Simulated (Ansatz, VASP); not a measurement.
## Al2BP3: VASP beside Ansatz

The input INCAR:

```
PREC = Accurate
ENCUT = 600
EDIFF = 1E-6
ISMEAR = 0
SIGMA = 0.02
LREAL = F
LASPH = T
NELM = 100
ALGO = Normal
ISIF = 3
LWAVE = F
LCHARG = F
GGA = PE
IBRION = 2
NSW = 100
EDIFFG = -0.01
```

KPOINTS

```
Automatic mesh
0
Gamma
  12 12 2
```

POSCAR

```
Al2BP3
1.0
    3.6540667812      0.0000000000      0.0000000000
   -1.8270333906      3.1645146596      0.0000000000
    0.0000000000      0.0000000000     18.4762175649
Al B P
4 2 6
Direct
    0.3333333333      0.6666666667      0.0122448876
    0.3333333333      0.6666666667      0.3343118599
    0.3333333333      0.6666666667      0.6561611319
    0.6666666667      0.3333333333      0.8341282400
    0.6666666667      0.3333333333      0.1756147817
    0.6666666667      0.3333333333      0.4975631591
    0.3333333333      0.6666666667      0.1418056836
    0.3333333333      0.6666666667      0.4637576951
    0.3333333333      0.6666666667      0.7837741192
    0.6666666667      0.3333333333      0.2834531585
    0.6666666667      0.3333333333      0.6053939630
    0.6666666667      0.3333333333      0.9617913404
```

Input for Ansatz:

```yaml
crystal:
  lattice:
    - [3.6540667812, 0.0, 0.0]
    - [-1.8270333906, 3.1645146596, 0.0]
    - [0.0, 0.0, 18.4762175649]
  atoms:
    - { symbol: Al, position: [0.3333333333, 0.6666666667, 0.0122448876] }
    - { symbol: Al, position: [0.3333333333, 0.6666666667, 0.3343118599] }
    - { symbol: Al, position: [0.3333333333, 0.6666666667, 0.6561611319] }
    - { symbol: Al, position: [0.6666666667, 0.3333333333, 0.83412824] }
    - { symbol: B, position: [0.6666666667, 0.3333333333, 0.1756147817] }
    - { symbol: B, position: [0.6666666667, 0.3333333333, 0.4975631591] }
    - { symbol: P, position: [0.3333333333, 0.6666666667, 0.1418056836] }
    - { symbol: P, position: [0.3333333333, 0.6666666667, 0.4637576951] }
    - { symbol: P, position: [0.3333333333, 0.6666666667, 0.7837741192] }
    - { symbol: P, position: [0.6666666667, 0.3333333333, 0.2834531585] }
    - { symbol: P, position: [0.6666666667, 0.3333333333, 0.605393963] }
    - { symbol: P, position: [0.6666666667, 0.3333333333, 0.9617913404] }
basis:
  ecutwfc: 420
kpoints:
  mp_grid: { grid: [12, 12, 2] }
hamiltonian:
  xc: pbe
scf:
  occupations: { method: gaussian, width: 0.02 }
output:
  forces: true
  stress: true
  eigenvalues: true
  write_density: true
  write_potential: true
  elf: true
  volumetric_format: npy
relax:
  adjacent_minimum: "off"
  f_tol: 0.01
  max_steps: 80
  cell: { stress_tol: 0.05 }
```

Alike in both runs: task relaxation of cell and atoms; functional PBE; k mesh 12 × 12 × 2; occupations gaussian, width 0.02 eV; no spin polarisation.

|  | VASP | Ansatz |
| --- | --- | --- |
| version | VASP 6.6.1 | Ansatz 0.2.0 |
| potentials or method | VASP PAW PBE potentials, release 64 (Al, B, P), cutoff 600 eV | scalar-relativistic, plane waves, PAW |
| valence electrons in the cell | 48 | 48 |

```tsv
	VASP	Ansatz	Ansatz less VASP
gap on the k mesh at the Fermi level, each at its own relaxed structure (eV)	0.93	0.93	-0.003
relaxed volume (Å³/atom)	17.79	17.81	+0.017
relaxed cell length with the largest relative difference (Å)	18.486	18.496	+0.0101
```
